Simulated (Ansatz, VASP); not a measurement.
Two plane-wave programs on TiRh3

```
CELL_PARAMETERS angstrom
3.77051 0.00000 0.00000
0.00000 3.77051 0.00000
0.00000 0.00000 3.77051
ATOMIC_POSITIONS crystal
Ti 0.00000 0.00000 0.00000
Rh 0.00000 0.50000 0.50000
Rh 0.50000 0.00000 0.50000
Rh 0.50000 0.50000 0.00000
```

Alike in both runs: functional LDA; k mesh 12 × 12 × 12; occupations gaussian, width 0.1 eV; no spin polarisation.

Ansatz relaxed the structure, and its values are those at the end. VASP's run is a single point on that final structure, the one shown.

|  | VASP | Ansatz |
| --- | --- | --- |
| version | VASP 6.6.1 | Ansatz 0.2.0 |
| potentials or method | VASP PAW LDA potentials, release 64 (Ti_sv, Rh_pv), cutoff 520 eV | scalar-relativistic, plane waves, PAW |
| valence electrons in the cell | 57 | 63 |

```tsv
	VASP	Ansatz	Ansatz less VASP
gap on the k mesh at the Fermi level (eV)	none	none	-
pressure (GPa)	0.8	0.0	-0.79
```

LDA's correlation is that of Perdew and Zunger in VASP and of Perdew and Wang (1992) in Ansatz. A gap of «none» marks a metal or a gap that the smearing closes. VASP's potentials hold 57 valence electrons a cell and Ansatz's 63, so a difference there can come from the potentials and not from the codes.
